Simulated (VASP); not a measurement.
Here is a VASP 6.6.1 calculation.

File INCAR:

```
PREC = Accurate
ENCUT = 520
EDIFF = 1E-5
ISMEAR = -1
SIGMA = 0.05
LREAL = Auto
LASPH = True
NELM = 100
ALGO = Normal
ISIF = 2
LWAVE = False
LCHARG = True
GGA = PE
IVDW = 12
NBANDS = 126
IBRION = 0
NSW = 40
POTIM = 2.0
TEBEG = 650.0
TEEND = 650.0
ISYM = 0
NELMIN = 4
RANDOM_SEED = 400257 0 0
MDALGO = 3
LANGEVIN_GAMMA = 10 10
LUSENCCL = False
```

File KPOINTS:

```
regular mesh
0
Gamma
  1 1 1
```

The input POSCAR:

```
Pb8F15
1.0
   -6.1445370000     -3.0620910000     -3.0715110000
    6.1445370000     -3.0620910000     -3.0715110000
    0.0000000000     -6.1241820000      6.1430210000
Pb F
8 15
Direct
    0.7612605000      0.2612605000      0.4887395000
    0.2612605000      0.2612605000      0.2387395000
    0.7612605000      0.2612605000      0.9887395000
    0.2612605000      0.2612605000      0.7387395000
    0.2612605000      0.7612605000      0.4887395000
    0.7612605000      0.7612605000      0.2387395000
    0.2612605000      0.7612605000      0.9887395000
    0.7612605000      0.7612605000      0.7387395000
    0.6308095000      0.3955825000      0.2293330000
    0.1530535000      0.3882805000      0.4868040000
    0.8955825000      0.6308095000      0.4793330000
    0.8882805000      0.1530535000      0.2368040000
    0.6308095000      0.3955825000      0.7293330000
    0.1530535000      0.3882805000      0.9868040000
    0.8955825000      0.6308095000      0.9793330000
    0.8882805000      0.1530535000      0.7368040000
    0.1308095000      0.8955825000      0.2293330000
    0.6530535000      0.8882805000      0.4868040000
    0.3955825000      0.1308095000      0.4793330000
    0.3882805000      0.6530535000      0.2368040000
    0.6530535000      0.8882805000      0.9868040000
    0.3955825000      0.1308095000      0.9793330000
    0.3882805000      0.6530535000      0.7368040000
```

Potentials or basis: VASP PAW PBE potentials, release 64 (Pb_d, F).

Run with:

```sh
$ cat potpaw_PBE.64/Pb_d/POTCAR potpaw_PBE.64/F/POTCAR > POTCAR
$ mpirun -np 1 vasp_gam > vasp.out
```

(1) Estimate the dispersion energy per atom.

## Answers

(1) -0.142 eV.

Caveat: the k points lie up to 0.89 Å⁻¹ apart.
